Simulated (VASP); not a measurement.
Runs of VASP 6.6.1 on BaRu3. The structure is that of space group Pm-3m (No. 221), or close to it. The cells are those of the table. 

| task | cell | k mesh | cutoff (eV) | gap on the mesh (eV) | pressure (GPa) | relaxed volume (Å³/atom) |
| --- | --- | --- | --- | --- | --- | --- |
| relaxation of cell and atoms | relaxed from a = 4.154 Å, 4 atoms | 12 × 12 × 12 | 600 | none | 0.0 | 18.61 |
| relaxation of cell and atoms | relaxed from a = 4.214 Å, 4 atoms | 4 × 4 × 4 | 600 | none | 0.0 | (a) |
| single point | a = 4.154 Å, 4 atoms | 4 × 4 × 4 | 520 | none | 4.1 | - |
| single point | a = 4.156 Å, 4 atoms | 12 × 12 × 12 | 520 | none | 4.3 | - |

Alike in all rows: level PBE; potentials or basis VASP PAW PBE potentials, release 64 (Ba_sv, Ru_pv); no spin polarisation; smearing gaussian 0.1 eV.

Task: Estimate the missing entries.

Result: (a) 18.52.

Caveats: some runs use coarse meshes; spin-orbit coupling is left out, which moves the levels of the heavy elements; the cell stands under pressure (at least some runs).

A k mesh can miss the band edges, and the runs leave out spin-orbit coupling on Ba, Ru.

A gap of «none» marks levels without a gap at the run's occupations.
